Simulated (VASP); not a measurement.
**Ir: single point with LDA**

The system is Ir.

```
Ir
1.0
     2.62410    0.00000    0.00000
    -1.31205    2.27254    0.00000
     0.00000    0.00000    4.73710
Ir
2
Direct
  0.66667 0.33333 0.75000
  0.33333 0.66667 0.25000
```

This isn't the form of Ir at room conditions, which is fcc.

| Quantity | Value |
| --- | --- |
| Program | VASP 6.6.1 |
| Task | single point |
| Functional | LDA |
| Potentials or basis | VASP PAW LDA potentials, release 64 (Ir) |
| Cutoff | 520 eV |
| k mesh | 18 × 18 × 10 |
| Occupations | gaussian, width 0.15 eV |
| Spin | no spin polarisation |

```yaml
Pressure: 1.3 GPa
Band_gap_on_the_k_mesh: zero (bands 9 and 10 overlap by 3.63 eV)
```

Stress tensor (GPa, compression positive):
```
 15.56   0.00   0.00
  0.00  15.56   0.00
  0.00   0.00 -27.18
```

Levels at points of the mesh, in eV from the Fermi level:
| k point | band 7 | band 8 | band 9 | band 10 | band 11 | band 12 |
| --- | --- | --- | --- | --- | --- | --- |
| (0.00, 0.00, 0.00) | -3.31 | -1.60 | -1.33 | -1.33 | 0.53 | 0.53 |
| (0.50, 0.00, 0.00) | -2.84 | 0.69 | 1.60 | 1.82 | 3.30 | 4.88 |
| (0.00, 0.00, 0.50) | -3.69 | -3.69 | -0.18 | -0.18 | -0.18 | -0.18 |
| (0.50, 0.00, 0.50) | -0.77 | -0.77 | 1.72 | 1.72 | 2.11 | 2.11 |

Wall time 35 s on 1 thread of AMD EPYC 9R45 96-Core Processor (Zen 5) (shared host), peak memory 0.17 GiB.

Caveat: the stress differs along the axes, from -27 to 16 GPa; spin-orbit coupling is left out, which moves the levels of the heavy elements.
